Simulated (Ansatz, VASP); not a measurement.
**One calculation of MoS2, two programs**

```
Mo S
1.0
     3.22195    0.04068    0.00296
    -1.57574    2.79870    0.00624
     0.00577    0.01742    6.41658
Mo S
1 2
Direct
  0.00641 0.99869 0.49642
  0.33178 0.66895 0.25686
  0.67188 0.33276 0.74653
```

Alike in both runs: task single point; functional PBEsol; k mesh 6 × 6 × 3; no spin polarisation.

|  | VASP | Ansatz |
| --- | --- | --- |
| version | VASP 6.6.1 | Ansatz 0.2.0 |
| potentials or method | VASP PAW PBE potentials, release 64 (Mo_sv, S), cutoff 520 eV | plane waves, PAW |
| occupations | methfessel-paxton of order 1, width 0.1 eV | cold, width 0.1 eV |
| valence electrons in the cell | 26 | 26 |

|  | VASP | Ansatz | Ansatz less VASP |
| --- | --- | --- | --- |
| pressure (GPa) | -6.1 | -6.2 | -0.02 |
| traceless stress, the component that is largest in VASP (GPa) | -2.86 | -2.83 | +0.029 |
| rms of the force components (eV/Å) | 0.398 | 0.397 | -0.0008 |

VASP's potentials were made for PBE, not for PBEsol. Atom by atom the forces differ by 0.003 eV/Å (rms over components). Ansatz's warnings: stress scf threshold loose.

The k mesh is coarse, so the values compare programs but aren't converged.
